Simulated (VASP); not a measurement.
Runs of VASP 6.6.1 on Pd. The structure is that of space group P6_3/mmc (No. 194), or close to it. The cells are those of the table. 

```csv
spin,cell,k mesh,smearing,gap on the mesh (eV),pressure (GPa)
off,"a = 2.903, b = 2.903, c = 4.835 Å, angles 90.0, 90.0, 120.0°, 2 atoms",21 × 21 × 11,fermi-dirac 0.1 eV,none,(b)
off,"a = 2.868, b = 2.868, c = 4.776 Å, angles 90.0, 90.0, 120.0°, 2 atoms",21 × 21 × 11,fermi-dirac 0.1 eV,none,-9.5
"collinear, ferromagnetic start","a = 2.749, b = 2.749, c = 4.616 Å, angles 90.0, 90.0, 120.0°, 2 atoms",15 × 15 × 8,fermi-dirac 0.05 eV,none,6.8
off,"a = 2.679, b = 2.679, c = 4.461 Å, angles 90.0, 90.0, 120.0°, 2 atoms",21 × 21 × 11,fermi-dirac 0.1 eV,none,26.7
off,"a = 2.796, b = 2.796, c = 4.655 Å, angles 90.0, 90.0, 120.0°, 2 atoms",21 × 21 × 11,fermi-dirac 0.1 eV,none,(a)
```

Alike in all rows: task single point; level revPBE; potentials or basis VASP PAW PBE potentials, release 64 (Pd); cutoff (eV) 520.

Estimate the missing entries.

(a) -0.3; (b) -12.5.

Caveats: the PAW data sets were made with another functional, which shifts forces and pressure a little.

A k mesh can miss the band edges, and the runs leave out spin-orbit coupling on Pd.

A gap of «none» marks levels without a gap at the run's occupations.
